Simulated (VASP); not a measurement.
Input of a VASP 6.6.1 run:

File INCAR:

```
ALGO = Normal
EDIFF = 1E-7
ENCUT = 520
GGA = PS
ISIF = 2
ISMEAR = -1
LASPH = True
LCHARG = True
LELF = True
LREAL = False
LVHAR = True
LWAVE = False
NBANDS = 12
NELM = 100
PREC = Accurate
SIGMA = 0.1
```

KPOINTS

```
k-points
0
Gamma
  12 12 12
```

POSCAR

```
La
1.0
   -1.9720125727      1.9720125727      1.9720125727
    1.9720125727     -1.9720125727      1.9720125727
    1.9720125727      1.9720125727     -1.9720125727
La
1
Direct
    0.0000000000      0.0000000000      0.0000000000
```

Potentials or basis: VASP PAW PBE potentials, release 64 (La).

Run with:

```sh
$ cat potpaw_PBE.64/La/POTCAR > POTCAR
$ mpirun -np 1 vasp_std > vasp.out
```

Task: Predict the pressure.

Result: 4.3 GPa.

Caveat: the PAW data sets were made with another functional, which shifts forces and pressure a little.
